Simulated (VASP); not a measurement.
# Sn (I4_1/amd) in VASP: a series of runs, part 2 of 2

VASP 6.6.1.

### Step 4. Single point, PBE (26.70 Å³/atom)

This run uses another cell than the first one, of 26.70 Å³/atom.

Input file INCAR:

```
SYSTEM = Sn
PREC = Accurate ; ENCUT = 520
EDIFF = 1E-7 ; ISMEAR = 0
SIGMA = 0.1 ; LREAL = .False.
LASPH = .True. ; NELM = 100
ALGO = Fast ; ISIF = 2
LWAVE = .False. ; LCHARG = .False.
GGA = PE ; NBANDS = 21
```

Input file KPOINTS:

```
Automatic mesh
0
Gamma
  14 14 14
  0 0 0
```

Input file POSCAR:

```
Sn
1.0
   -2.9038030240      2.9038030240      1.5833510338
    2.9038030240     -2.9038030240      1.5833510338
    2.9038030240      2.9038030240     -1.5833510338
Sn
2
Direct
    0.7500000000      0.2500000000      0.5000000000
    0.0000000000      0.0000000000      0.0000000000
```

Potentials or basis: VASP PAW PBE potentials, release 64 (Sn_d).

Command:

```
> cat potpaw_PBE.64/Sn_d/POTCAR > POTCAR
> mpirun -np 1 vasp_std > vasp.out
```

OUTCAR:

```text
SYSTEM = Sn
   PREC = Accurate
   ENCUT = 520
   EDIFF = 1E-7
   ISMEAR = 0
   LREAL = .False.
   LASPH = .True.
   NELM = 100
   ISIF = 2
   GGA = PE

 ion  position               nearest neighbor table
   1  0.750  0.250  0.500-   2 3.01   2 3.01   2 3.01   2 3.01   2 3.75   2 3.75   2 3.75   2 3.75

   2  0.000  0.000  0.000-   1 3.01   1 3.01   1 3.01   1 3.01   1 3.75   1 3.75   1 3.75   1 3.75

  LATTYP: Found a body centered tetragonal cell.
 ALAT       =     5.8076060480
 C/A-ratio  =     0.5452680573

  Lattice vectors:

 A1 = (  -2.9038030240,   2.9038030240,   1.5833510338)
 A2 = (   2.9038030240,  -2.9038030240,   1.5833510338)
 A3 = (   2.9038030240,   2.9038030240,  -1.5833510338)

Analysis of symmetry for initial positions (statically):
=====================================================================
 Subroutine PRICEL returns:
 Original cell was already a primitive cell.

 Routine SETGRP: Setting up the symmetry group for a
 body centered tetragonal supercell.

 Subroutine GETGRP returns: Found 16 space group operations
 (whereof  8 operations were pure point group operations)
 out of a pool of 16 trial point group operations.

[... 162 lines left out ...]
  free energy    TOTEN  =        -7.57493488 eV

  energy without entropy =       -7.56920206  energy(sigma->0) =       -7.57206847

 E-fermi :   8.1697     XC(G=0): -10.3817

 val. band max:        8.1653471695   @ k =  -0.2857   0.2857   0.2143
 cond. band min:       8.1741107316   @ k =   0.2143   0.0714   0.0714
 fundamental gap:      0.0087635621
 Fermi energy:         8.1697477052

 k-point     1 :       0.0000    0.0000    0.0000
  band No.  band energies     occupation
      1     -13.5076      2.00000
      2     -13.4153      2.00000
      3     -13.3763      2.00000
      4     -13.3587      2.00000
      5     -13.2034      2.00000
      6     -13.2034      2.00000
[... 565 lines left out ...]
     20      15.7923      0.00000
     21      17.2679      0.00000

 [... further k-points ...]

------------------------ aborting loop because EDIFF is reached ----------------------------------------

  FORCE on cell =-STRESS in cart. coord.  units (eV):
  Direction    XX          YY          ZZ          XY          YZ          ZX
  --------------------------------------------------------------------------------------
  -------------------------------------------------------------------------------------
  Total        1.1168773      1.1168773      1.1177246      0.0000000      0.0000000      0.0000000
  in kB       33.5076942     33.5076942     33.5331129      0.0000000      0.0000000      0.0000000
  external PRESSURE =      33.5161671 kB  Pullay stress =       0.0000000 kB

 VOLUME and BASIS-vectors are now :
 -----------------------------------------------------------------------------
  energy-cutoff  :      520.00
  volume of cell :       53.40
      direct lattice vectors                 reciprocal lattice vectors
    -2.903803024  2.903803024  1.583351034     0.000000000  0.172187988  0.315785943
     2.903803024 -2.903803024  1.583351034     0.172187988  0.000000000  0.315785943
     2.903803024  2.903803024 -1.583351034     0.172187988  0.172187988  0.000000000

 POSITION                                       TOTAL-FORCE (eV/Angst)
 -----------------------------------------------------------------------------------
      0.00000      2.90380      0.79168        -0.000000     -0.000000      0.000000
      0.00000      0.00000      0.00000         0.000000      0.000000     -0.000000
 -----------------------------------------------------------------------------------
    total drift:                               -0.000000      0.000000     -0.000000

  FREE ENERGIE OF THE ION-ELECTRON SYSTEM (eV)
  ---------------------------------------------------
  free  energy   TOTEN  =        -7.5749348755 eV

  energy  without entropy=       -7.5692020649  energy(sigma->0) =       -7.57206847
```

stdout:

```text
POSCAR found type information on POSCAR Sn
 POSCAR found :  1 types and       2 ions
 scaLAPACK will be used
 LDA part: xc-table for (Slater+PW92), standard interpolation
 POSCAR, INCAR and KPOINTS ok, starting setup
 FFT: planning ... GRIDC
 FFT: planning ... GRID_SOFT
 FFT: planning ... GRID
 WAVECAR not read
 entering main loop
WARNING in EDDRMM: call to ZHEGV failed, returncode =   8  4     21
WARNING in EDDRMM: call to ZHEGV failed, returncode =   8  4     19
WARNING in EDDRMM: call to ZHEGV failed, returncode =   8  4     20
WARNING in EDDRMM: call to ZHEGV failed, returncode =   8  4     20
WARNING in EDDRMM: call to ZHEGV failed, returncode =   8  4     19
WARNING in EDDRMM: call to ZHEGV failed, returncode =   8  4     18
 num prob  num prob  num prob  num prob  num prob WARNING in EDDRMM: call to ZHEGV failed, returncode =   8  4     20
 num prob  num prob  num prob  num prob  num prob  num prob WARNING in EDDRMM: call to ZHEGV failed, returncode =   6  3     21
 num prob  num prob  num prob  num prob  num prob WARNING in EDDRMM: call to ZHEGV failed, returncode =   6  3     18
 num prob  num prob  num prob  num prob  num prob  num prob WARNING in EDDRMM: call to ZHEGV failed, returncode =   6  3     19
 num prob  num prob  num prob  num prob  num prob  num prob RMM:  13    -0.757493479528E+01    0.36516E-06   -0.62649E-07 11298   0.713E-03    0.986E-04
 num prob  num prob  num prob  num prob  num prob  num prob  num prob  num prob  num prob  num prob  num prob  num prob  num prob  num prob  num prob  num prob  num prob  num prob  num prob  num prob  num prob  num prob  num prob  num prob  num prob  num prob  num prob  num prob  num prob RMM:  14    -0.757493487551E+01   -0.80227E-07   -0.14584E-07  6791   0.357E-03
```

It took 6.7 min on 1 thread of Intel Xeon Platinum 8259CL at 2.50GHz (Skylake/Cascade Lake), shared host; peak memory 0.36 GiB.

Results:

```
Free energy            : -7.5749 eV
Pressure               : 3.4 GPa
Band gap on the k mesh : zero (bands 14 and 15 overlap by 4.13 eV)
```

Caveat: the cell stands under pressure; spin-orbit coupling is left out, which moves the levels of the heavy elements.

### Step 5. Single point, PBE (27.55 Å³/atom)

This run uses another cell than the first one, of 27.55 Å³/atom.

Input file INCAR:

```
SYSTEM = Sn
ALGO = Fast
EDIFF = 1E-6
ENCUT = 520
GGA = PE
ISIF = 2
ISMEAR = 0
LASPH = .True.
LCHARG = .False.
LREAL = .False.
LWAVE = .False.
NBANDS = 21
NELM = 80
PREC = Accurate
SIGMA = 0.1
```

Input file KPOINTS:

```
k-points
0
Gamma
  14 14 14
  0 0 0
```

Input file POSCAR:

```
Sn
1.0
   -2.9343716180      2.9343716180      1.6000191117
    2.9343716180     -2.9343716180      1.6000191117
    2.9343716180      2.9343716180     -1.6000191117
Sn
2
Direct
    0.7500000000      0.2500000000      0.5000000000
    0.0000000000      0.0000000000      0.0000000000
```

Command:

```
> cat potpaw_PBE.64/Sn_d/POTCAR > POTCAR
> mpirun -np 1 vasp_std > vasp.out
```

Wall time 5 min (1 thread of Intel Xeon Platinum 8259CL at 2.50GHz (Skylake/Cascade Lake), shared host); peak memory 0.36 GiB.

Results (log left out):

| Item | Value |
| --- | --- |
| Free energy | -7.6011 eV |
| Pressure | 1.5 GPa |
| Band gap on the k mesh | zero (bands 14 and 15 overlap by 3.94 eV) |

Levels at points of the mesh, in eV from the Fermi level:
| k point | band 12 | band 13 | band 14 | band 15 | band 16 | band 17 |
| --- | --- | --- | --- | --- | --- | --- |
| (0.00, 0.00, 0.00) | -3.66 | -1.93 | -1.93 | 3.01 | 6.17 | 6.17 |
| (0.50, 0.00, 0.00) | -5.35 | -2.31 | -1.65 | -1.11 | 2.27 | 2.83 |
| (0.50, 0.50, 0.00) | -8.80 | 0.61 | 0.61 | 1.57 | 1.57 | 5.95 |
| (0.50, 0.50, 0.50) | -7.50 | -4.71 | -4.71 | 4.98 | 4.98 | 9.26 |

Caveat: spin-orbit coupling is left out, which moves the levels of the heavy elements.

### Step 6. Summary

```tsv
cell	further INCAR settings	gap on the mesh (eV)	pressure (GPa)
a = 4.308 Å, angles 97.4, 97.4, 137.9°, 2 atoms	ALGO = Fast; EDIFF = 1e-06; NBANDS = 21	none	8.2
a = 4.354 Å, angles 97.4, 97.4, 137.8°, 2 atoms	ALGO = Fast; EDIFF = 1e-07; NBANDS = 21	none	5.6
a = 4.401 Å, angles 97.4, 97.4, 137.8°, 2 atoms	ALGO = Fast; EDIFF = 1e-07; NBANDS = 21	none	3.4
a = 4.448 Å, angles 97.4, 97.4, 137.8°, 2 atoms	ALGO = Fast; EDIFF = 1e-06; NBANDS = 21	none	1.5
```

Alike in all rows: task single point; level PBE; potentials or basis VASP PAW PBE potentials, release 64 (Sn_d); no spin polarisation; k mesh 14 × 14 × 14; cutoff (eV) 520; smearing gaussian 0.1 eV.

Caveats: spin-orbit coupling is left out, which moves the levels of the heavy elements; the cell stands under pressure (at least some runs).

Absolute energies hang on the potentials; compare differences alone.
